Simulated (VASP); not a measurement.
Here is a VASP 6.6.1 calculation.

INCAR

```
SYSTEM = MgH2
ALGO     = Normal         ! electronic algorithm
EDIFF    = 1E-6           ! SCF threshold, eV
ENCUT    = 520            ! plane-wave cutoff, eV
GGA      = PE             ! functional
ISIF     = 2              ! what is computed and relaxed
ISMEAR   = -1             ! smearing method
LASPH    = .True.         ! aspherical terms in the spheres
LCHARG   = .False.        ! write CHGCAR
LREAL    = .False.        ! projectors in reciprocal space
LWAVE    = .False.        ! write WAVECAR
NBANDS   = 13             ! bands
NELM     = 80             ! most SCF steps
PREC     = Accurate       ! precision mode
SIGMA    = 0.02           ! smearing width, eV
```

The input KPOINTS:

```
k-points
0
Gamma
  6 6 8
  0 0 0
```

POSCAR

```
MgH2
1.0
    4.5178551155      0.0000000000      0.0000000000
    0.0000000000      4.5178551155      0.0000000000
    0.0000000000      0.0000000000      3.0120664636
Mg H
2 4
Direct
    0.0000000000      0.0000000000      0.0000000000
    0.5000000000      0.5000000000      0.5000000000
    0.3044392696      0.3044392696      0.0000000000
    0.1955607304      0.8044392696      0.5000000000
    0.6955607304      0.6955607304      0.0000000000
    0.8044392696      0.1955607304      0.5000000000
```

Potentials or basis: VASP PAW PBE potentials, release 64 (Mg, H).

The run is started by

```console
$ cat potpaw_PBE.64/Mg/POTCAR potpaw_PBE.64/H/POTCAR > POTCAR
$ mpirun -np 1 vasp_std > vasp.out
```

Problem. Estimate the band gap on the k mesh.

Solution. 3.80 eV, indirect (least direct gap 4.54 eV).

Problem. What does it give for the pressure?

Solution. -0.3 GPa.

A k mesh can miss the band edges. As with any semilocal functional, this PBE gap is likely too small.
